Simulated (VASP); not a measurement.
Here is a VASP 6.6.1 calculation.

INCAR

```
PREC = Accurate
ENCUT = 500
EDIFF = 1E-6
ISMEAR = 1
SIGMA = 0.05
LREAL = F
LASPH = T
NELM = 120
ALGO = Normal
ISIF = 2
LWAVE = F
LCHARG = F
GGA = PS
IVDW = 13
NBANDS = 11
GGA_COMPAT = F
```

File KPOINTS:

```
Automatic mesh
0
Gamma
  10 10 10
```

File POSCAR:

```
Hf
1.0
    0.0000000000      2.2200000000      2.2200000000
    2.2200000000      0.0000000000      2.2200000000
    2.2200000000      2.2200000000      0.0000000000
Hf
1
Direct
    0.0000000000      0.0000000000      0.0000000000
```

Potentials or basis: VASP PAW PBE potentials, release 64 (Hf_pv).

Command:

```sh
$ cat potpaw_PBE.64/Hf_pv/POTCAR > POTCAR
$ mpirun -np 1 vasp_std > vasp.out
```

(1) What does it give for the band gap on the k mesh?

(2) Predict the pressure.

(3) What does it give for the dispersion energy per atom?

Answers

(1) zero (bands 5 and 6 overlap by 1.80 eV).

(2) -3.1 GPa.

(3) -0.125 eV.

Caveat: the cell stands under tension; the PAW data sets were made with another functional, which shifts forces and pressure a little; spin-orbit coupling is left out, which moves the levels of the heavy elements.
